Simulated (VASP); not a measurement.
Write the native input for VASP 6.6.1 that does the following.

```yaml
Task: single point
Functional: PBEsol
Potentials_or_basis: VASP PAW PBE potentials, release 64 (Ni)
Cutoff: 520 eV
k_mesh: 14 × 14 × 7
Occupations: fermi-dirac, width 0.1 eV
Spin: collinear spin, ferromagnetic start
Starting_moments: "[2.0, 2.0] μB"
Dipole_correction: no
Further_INCAR_settings: ALGO = Normal; EDIFF = 1e-07; NBANDS = 21
```

The structure of Ni lies in POSCAR:

```
Ni
1.0
    2.4500382236     -0.0000002889      0.0000000000
   -1.2250188616      2.1217954864      0.0000000000
    0.0000000000      0.0000000000      4.0127978771
Ni
2
Direct
    0.3333333333      0.6666666667      0.2500000000
    0.6666666667      0.3333333333      0.7500000000
```

This isn't the form of Ni at room conditions, which is fcc.

The input as run:

INCAR

```
PREC     = Accurate       # precision mode
ENCUT    = 520            # plane-wave cutoff, eV
EDIFF    = 1E-7           # SCF threshold, eV
ISMEAR   = -1             # smearing method
SIGMA    = 0.1            # smearing width, eV
LREAL    = F              # projectors in reciprocal space
LASPH    = T              # aspherical terms in the spheres
NELM     = 150            # most SCF steps
ALGO     = Normal         # electronic algorithm
ISIF     = 2              # what is computed and relaxed
LWAVE    = F              # write WAVECAR
LCHARG   = F              # write CHGCAR
ISPIN    = 2              # spin polarisation
MAGMOM   = 2 2            # initial moments
LORBIT   = 11             # projections on sites
LMAXMIX  = 4              # l up to which the mixer works
GGA      = PS             # functional
NBANDS   = 21             # bands
```

KPOINTS

```
Automatic mesh
0
Gamma
  14 14 7
```

Potentials or basis: VASP PAW PBE potentials, release 64 (Ni).

Command:

```sh
$ cat potpaw_PBE.64/Ni/POTCAR > POTCAR
$ mpirun -np 1 vasp_std > vasp.out
```

Results of the run:

* Pressure: -0.1 GPa
* Net moment: 1.20 μB per cell
* Site moments: Ni +0.61 μB
* Valence electrons inside the program's atomic spheres: Ni 9.39

Caveat: the PAW data sets were made with another functional, which shifts forces and pressure a little.

It took 79 s on 1 thread of Intel Xeon 8259CL (shared host), peak memory 0.18 GiB.
